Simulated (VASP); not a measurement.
# Mg (P6_3/mmc) in VASP: a series of runs

Runs on Mg. Level: r2SCAN. Tasks: single point.

Everything below comes from runs of VASP 6.6.1. Logs are shortened: lines on timing, memory, paths and dates and some standing lists are left out, and cuts for length are marked.

### Step 1. The cell of the first run

Symmetry: P6_3/mmc, No. 194, hexagonal system. The conventional cell has a = 2.940 Å, b = 2.940 Å, c = 4.749 Å, α = 90.00°, β = 90.00°, γ = 120.00°. Within 3.8 Å of Mg (site symmetry -6m2) lie 12 Mg at 2.92 to 2.94 Å.

### Step 2. Single point, r2SCAN

Contents of POSCAR:

```
Mg
1.0
    2.9396750750      0.0000000000      0.0000000000
   -1.4698375375      2.5458332938      0.0000000000
    0.0000000000      0.0000000000      4.7491421745
Mg
2
Direct
    0.3333333333      0.6666666667      0.2500000000
    0.6666666667      0.3333333333      0.7500000000
```

Contents of INCAR.step1:

```
SYSTEM = Mg
PREC = Accurate
ENCUT = 520
ISMEAR = -1
SIGMA = 0.1
LREAL = .False.
LASPH = .True.
NELM = 100
NBANDS = 9
GGA = PE
ALGO = Normal
EDIFF = 1E-4
LWAVE = .True.
LCHARG = .False.
```

Contents of INCAR.step2:

```
SYSTEM = Mg
PREC = Accurate
ENCUT = 520
EDIFF = 1E-6
ISMEAR = -1
SIGMA = 0.1
LREAL = .False.
LASPH = .True.
NELM = 100
ALGO = Normal
ISIF = 2
LWAVE = .False.
LCHARG = .False.
METAGGA = R2SCAN
LMIXTAU = .True.
NBANDS = 9
ISTART = 1
```

Contents of KPOINTS:

```
regular mesh
0
Gamma
  18 18 10
  0 0 0
```

Potentials or basis: VASP PAW PBE potentials, release 64 (Mg).

Run with:

```console
$ cat potpaw_PBE.64/Mg/POTCAR > POTCAR
$ cp INCAR.step1 INCAR
$ mpirun -np 1 vasp_std > vasp.out
$ cp INCAR.step2 INCAR
$ mpirun -np 1 vasp_std > vasp.out
```

OUTCAR:

```text
SYSTEM = Mg
   PREC = Accurate
   ENCUT = 520
   EDIFF = 1E-6
   ISMEAR = -1
   LREAL = .False.
   LASPH = .True.
   NELM = 100
   ISIF = 2
   METAGGA = R2SCAN
   ISTART = 1

 ion  position               nearest neighbor table
   1  0.333  0.667  0.250-   2 2.92   2 2.92   2 2.92   2 2.92   2 2.92   2 2.92
   2  0.667  0.333  0.750-   1 2.92   1 2.92   1 2.92   1 2.92   1 2.92   1 2.92

  LATTYP: Found a hexagonal cell.
 ALAT       =     2.9396750750
 C/A-ratio  =     1.6155330277

  Lattice vectors:

 A1 = (   2.9396750750,   0.0000000000,   0.0000000000)
 A2 = (  -1.4698375375,   2.5458332938,   0.0000000000)
 A3 = (   0.0000000000,   0.0000000000,   4.7491421745)

Analysis of symmetry for initial positions (statically):
=====================================================================
 Subroutine PRICEL returns:
 Original cell was already a primitive cell.

 Routine SETGRP: Setting up the symmetry group for a
 hexagonal supercell.

 Subroutine GETGRP returns: Found 24 space group operations
 (whereof 12 operations were pure point group operations)
 out of a pool of 24 trial point group operations.

The static configuration has the point symmetry D_3d.
 The point group associated with its full space group is D_6h.

Analysis of symmetry for dynamics (positions and initial velocities):
=====================================================================
 Subroutine PRICEL returns:
 Original cell was already a primitive cell.

 Routine SETGRP: Setting up the symmetry group for a
 hexagonal supercell.

 Subroutine GETGRP returns: Found 24 space group operations
 (whereof 12 operations were pure point group operations)
 out of a pool of 24 trial point group operations.

The dynamic configuration has the point symmetry D_3d.
 The point group associated with its full space group is D_6h.

 Subroutine INISYM returns: Found 24 space group operations
 (whereof 12 operations are pure point group operations),
 and found     1 'primitive' translations

----------------------------------------------------------------------------------------

                                     Primitive cell

  volume of cell :      35.5422

  direct lattice vectors                    reciprocal lattice vectors
     2.939675075  0.000000000  0.000000000     0.340173650  0.196399348  0.000000000
    -1.469837537  2.545833294  0.000000000     0.000000000  0.392798697  0.000000000
     0.000000000  0.000000000  4.749142175     0.000000000  0.000000000  0.210564343

  length of vectors
     2.939675075  2.939675075  4.749142175     0.392798697  0.392798697  0.210564343

  position of ions in fractional coordinates (direct lattice)
     0.333333333  0.666666667  0.250000000
     0.666666667  0.333333333  0.750000000

  ion indices of the primitive-cell ions
   primitive index   ion index
                 1           1
                 2           2

----------------------------------------------------------------------------------------

 KPOINTS: regular mesh

Automatic generation of k-mesh.
 Grid dimensions read from file:
 generate k-points for:   18   18   10

 Generating k-lattice:

  Cartesian coordinates                     Fractional coordinates (reciprocal lattice)
     0.018898536  0.010911075  0.000000000     0.055555556  0.000000000  0.000000000
     0.000000000  0.021822150  0.000000000     0.000000000  0.055555556  0.000000000
     0.000000000  0.000000000  0.021056434     0.000000000  0.000000000  0.100000000

  Length of vectors
     0.021822150  0.021822150  0.021056434

  Shift w.r.t. Gamma in fractional coordinates (k-lattice)
     0.000000000  0.000000000  0.000000000

 Subroutine IBZKPT returns following result:
 ===========================================

 Found    222 irreducible k-points:

 Following reciprocal coordinates:
            Coordinates               Weight
  0.000000  0.000000  0.000000      1.000000
  0.055556  0.000000  0.000000      6.000000
  0.111111  0.000000  0.000000      6.000000
  0.166667  0.000000  0.000000      6.000000
  0.222222  0.000000  0.000000      6.000000
  0.277778  0.000000  0.000000      6.000000
[... 16 lines left out ...]
  0.333333  0.111111  0.000000     12.000000
  0.388889  0.111111  0.000000     12.000000
 [... further k-points ...]
   k-points           NKPTS =    222   k-points in BZ     NKDIM =    222   number of bands    NBANDS=      9
   number of dos      NEDOS =    301   number of ions     NIONS =      2
   total plane-waves  NPLWV =  20736
   dimension x,y,z NGX =    24 NGY =   24 NGZ =   36
   dimension x,y,z NGXF=    48 NGYF=   48 NGZF=   72
   ions per type =               2
   NGX,Y,Z   is equivalent  to a cutoff of  13.57, 13.57, 12.60 a.u.
   NGXF,Y,Z  is equivalent  to a cutoff of  27.15, 27.15, 25.20 a.u.
 SYSTEM =  Mg
   PREC   = accura    normal or accurate (medium, high low for compatibility)
   ISTART =      1    job   : 0-new  1-cont  2-samecut
   ICHARG =      0    charge: 1-file 2-atom 10-const
   ISPIN  =      1    spin polarized calculation?
   LNONCOLLINEAR =      F non collinear calculations
   LSORBIT =      F    spin-orbit coupling
   LASPH  =      T    aspherical Exc in radial PAW
   ENCUT  =  520.0 eV  38.22 Ry    6.18 a.u.   5.47  5.47  8.83*2*pi/ulx,y,z
   NELM   =    100;   NELMIN=  2; NELMDL=  0     # of ELM steps
   EDIFF  = 0.1E-05   stopping-criterion for ELM
   LREAL  =      F    real-space projection
   EDIFFG = 0.1E-04   stopping-criterion for IOM
   NSW    =      0    number of steps for IOM
   IBRION =     -1    ionic relax: 0-MD 1-quasi-New 2-CG
   NFREE  =      0    steps in history (QN), initial steepest desc. (CG)
   ISIF   =      2    stress and relaxation
   ISYM   =      2    0-nonsym 1-usesym 2-fastsym
   POTIM  = 0.5000    time-step for ionic-motion
   TEBEG  =    0.0;   TEEND  =   0.0 temperature during run
   PSTRESS=    0.0 pullay stress
   NELECT =       4.0000    total number of electrons
   NUPDOWN=      -1.0000    fix difference up-down
   EMIN   =  10.00;   EMAX   =-10.00  energy-range for DOS
   EFERMI =   0.00;   METHOD = LEGACY
   ISMEAR =    -1;   SIGMA  =   0.10  broadening in eV -4-tet -1-fermi 0-gaus
   EFERMI_NEDOS =   21; number of points for ismear=-14 and -15
   IALGO  =     38    algorithm
   IMIX   =      4    mixing-type and parameters
     AMIX     =   0.40;   BMIX     =  1.00
     AMIX_MAG =   1.60;   BMIX_MAG =  1.00
  volume/ion in A,a.u.               =      17.77       119.93
  Fermi-wavevector in a.u.,A,eV,Ry     =   0.790400  1.493639  8.499987  0.624731
  Thomas-Fermi vector in A             =   1.895733
   LORBIT       =      0    0 simple, 1 ext, 2 COOP (PROOUT), +10 PAW based schemes
   METAGGA = R2SCAN    functional components
   LHFCALC =     F    Hartree Fock is set to
   AEXX    =    0.0000 exact exchange contribution
   IVDW    =     0    specifies the selected vdW correction
   LEPSILON=     F    determine dielectric tensor
   LRPA    =     F    only Hartree local field effects (RPA)
 non-spin polarized calculation
  energy-cutoff  :      520.00
  volume of cell :       35.54
 maximum number of plane-waves:       989
 NGX is ok and might be reduce to    24
   NGX = 11   NGY = 11   NGZ = 17

 number of electron       4.0000000 magnetization

 Free energy of the ion-electron system (eV)
  ---------------------------------------------------
  ext. energy  EPLUGINS =         0.00000000
  ---------------------------------------------------
  free energy    TOTEN  =        -7.95413017 eV

  energy without entropy =       -7.93527390  energy(sigma->0) =       -7.94470203

 E-fermi :   4.1285     XC(G=0):  -9.9130

 val. band max:        4.1269713192   @ k =   0.4444   0.0556   0.5000
 cond. band min:       4.1651379192   @ k =   0.4444   0.0000   0.4000
 fundamental gap:      0.0381666000
 Fermi energy:         4.1285001439

 k-point     1 :       0.0000    0.0000    0.0000
  band No.  band energies     occupation
      1      -4.4709      2.00000
      2       1.8198      2.00000
      3       2.9836      1.99998
      4      17.3626      0.00000
      5      17.3626      0.00000
      6      18.0941      0.00000
      7      18.0941      0.00000
      8      18.3698      0.00000
      9      21.1151      0.00000

 k-point     2 :       0.0556    0.0000    0.0000
  band No.  band energies     occupation
      1      -4.3947      2.00000
      2       1.8876      2.00000
      3       3.0542      1.99996
      4      15.8007      0.00000
      5      16.6897      0.00000
      6      17.5925      0.00000
      7      18.8346      0.00000
      8      19.2753      0.00000
      9      21.2933      0.00000

 k-point     3 :       0.1111    0.0000    0.0000
  band No.  band energies     occupation
      1      -4.1665      2.00000
      2       2.0910      2.00000
      3       3.2635      1.99965
      4      13.7512      0.00000
      5      15.8453      0.00000
      6      16.5313      0.00000
      7      19.3303      0.00000
      8      19.7385      0.00000
      9      19.8201      0.00000

 k-point     4 :       0.1667    0.0000    0.0000
  band No.  band energies     occupation
      1      -3.7878      2.00000
      2       2.4304      2.00000
      3       3.6038      1.98953
      4      11.7404      0.00000
      5      15.0919      0.00000
      6      15.3878      0.00000
      7      17.2897      0.00000
      8      19.4680      0.00000
      9      20.1607      0.00000
[... 205 lines left out ...]
 k-point    22 :       0.2778    0.1111    0.0000
  band No.  band energies     occupation
      1      -1.5555      2.00000
      2       4.4770      0.05947
      3       4.9988      0.00033
      4       6.9778      0.00000
      5      10.1280      0.00000
      6      11.9316      0.00000
      7      14.0845      0.00000
      8      15.6705      0.00000
      9      17.8999      0.00000

 k-point    23 :       0.3333    0.1111    0.0000
  band No.  band energies     occupation
      1      -0.6105      2.00000
      2       4.2462      0.47132
      3       5.3686      0.00001
      4       6.9247      0.00000
      5       9.6123      0.00000
      6      10.3404      0.00000
      7      13.0278      0.00000
      8      15.3129      0.00000
      9      17.6593      0.00000

 k-point    24 :       0.3889    0.1111    0.0000
  band No.  band energies     occupation
      1       0.4582      2.00000
      2       2.9701      1.99998
      3       6.4003      0.00000
      4       7.5188      0.00000
      5       8.8867      0.00000
      6       9.1114      0.00000
      7      12.2767      0.00000
      8      15.0991      0.00000
      9      17.5069      0.00000

 [... further k-points ...]

------------------------ aborting loop because EDIFF is reached ----------------------------------------

  FORCE on cell =-STRESS in cart. coord.  units (eV):
  Direction    XX          YY          ZZ          XY          YZ          ZX
  --------------------------------------------------------------------------------------
  -------------------------------------------------------------------------------------
  Total        3.2642013      3.2642013      3.2620047      0.0000000      0.0000000      0.0000000
  in kB      147.1441673    147.1441673    147.0451469      0.0000000      0.0000000      0.0000000
  external PRESSURE =     147.1111605 kB  Pullay stress =       0.0000000 kB

 VOLUME and BASIS-vectors are now :
 -----------------------------------------------------------------------------
  energy-cutoff  :      520.00
  volume of cell :       35.54
      direct lattice vectors                 reciprocal lattice vectors
     2.939675075  0.000000000  0.000000000     0.340173650  0.196399348  0.000000000
    -1.469837537  2.545833294  0.000000000     0.000000000  0.392798697  0.000000000
     0.000000000  0.000000000  4.749142175     0.000000000  0.000000000  0.210564343

 POSITION                                       TOTAL-FORCE (eV/Angst)
 -----------------------------------------------------------------------------------
     -0.00000      1.69722      1.18729        -0.000000      0.000000      0.000000
      1.46984      0.84861      3.56186         0.000000     -0.000000      0.000000
 -----------------------------------------------------------------------------------
    total drift:                                0.000000     -0.000000      0.000000

  FREE ENERGIE OF THE ION-ELECTRON SYSTEM (eV)
  ---------------------------------------------------
  free  energy   TOTEN  =        -7.9541301730 eV

  energy  without entropy=       -7.9352738959  energy(sigma->0) =       -7.94470203
```

Wall time 1.8 min (1 thread of Intel Xeon Platinum 8488C (Sapphire Rapids), shared host); peak memory 0.2 GiB.

Results:

```yaml
Free_energy: -7.9541 eV
Pressure: 14.7 GPa
Band_gap_on_the_k_mesh: zero (bands 2 and 3 overlap by 2.11 eV)
```

Caveat: the cell stands under pressure; the PAW data sets were made with another functional, which shifts forces and pressure a little.

### Step 3. Single point, r2SCAN

This run uses another cell than the first one, of 18.88 Å³/atom.

Contents of POSCAR:

```
Mg
1.0
    2.9995641944      0.0000000000      0.0000000000
   -1.4997820972      2.5976987926      0.0000000000
    0.0000000000      0.0000000000      4.8465199582
Mg
2
Direct
    0.3333333333      0.6666666667      0.2500000000
    0.6666666667      0.3333333333      0.7500000000
```

Contents of INCAR.step1:

```
PREC = Accurate
ENCUT = 520
ISMEAR = -1
SIGMA = 0.1
LREAL = False
LASPH = True
NELM = 100
NBANDS = 9
GGA = PE
ALGO = Normal
EDIFF = 1E-4
LWAVE = True
LCHARG = False
```

Contents of INCAR.step2:

```
PREC = Accurate
ENCUT = 520
EDIFF = 1E-6
ISMEAR = -1
SIGMA = 0.1
LREAL = False
LASPH = True
NELM = 100
ALGO = Normal
ISIF = 2
LWAVE = False
LCHARG = False
METAGGA = R2SCAN
LMIXTAU = True
NBANDS = 9
ISTART = 1
```

Contents of KPOINTS:

```
Automatic mesh
0
Gamma
  18 18 10
```

Potentials or basis: VASP PAW PBE potentials, release 64 (Mg).

Run with:

```console
$ cat potpaw_PBE.64/Mg/POTCAR > POTCAR
$ cp INCAR.step1 INCAR
$ mpirun -np 1 vasp_std > vasp.out
$ cp INCAR.step2 INCAR
$ mpirun -np 1 vasp_std > vasp.out
```

It took 1.9 min on 1 thread of Intel Xeon Platinum 8488C (Sapphire Rapids), shared host; peak memory 0.2 GiB.

Results (log left out):

```
Free energy            : -8.1219 eV
Pressure               : 9.7 GPa
Band gap on the k mesh : zero (bands 2 and 3 overlap by 2.12 eV)
```

Levels at points of the mesh, in eV from the Fermi level:
| k point | band 1 | band 2 | band 3 | band 4 | band 5 | band 6 |
| --- | --- | --- | --- | --- | --- | --- |
| (0.00, 0.00, 0.00) | -8.30 | -2.21 | -1.15 | 12.85 | 12.85 | 13.43 |
| (0.50, 0.00, 0.00) | -2.75 | -2.41 | 3.15 | 3.19 | 4.24 | 4.49 |
| (0.00, 0.00, 0.50) | -6.61 | -6.61 | 6.10 | 6.10 | 13.64 | 13.64 |
| (0.50, 0.00, 0.50) | -1.49 | -1.49 | -0.35 | -0.35 | 9.21 | 9.21 |

Caveat: the cell stands under pressure; the PAW data sets were made with another functional, which shifts forces and pressure a little.

(Part 1 of 2 ends here.)

The gap in the log of VASP goes by the Fermi energy; the results here count the filled bands.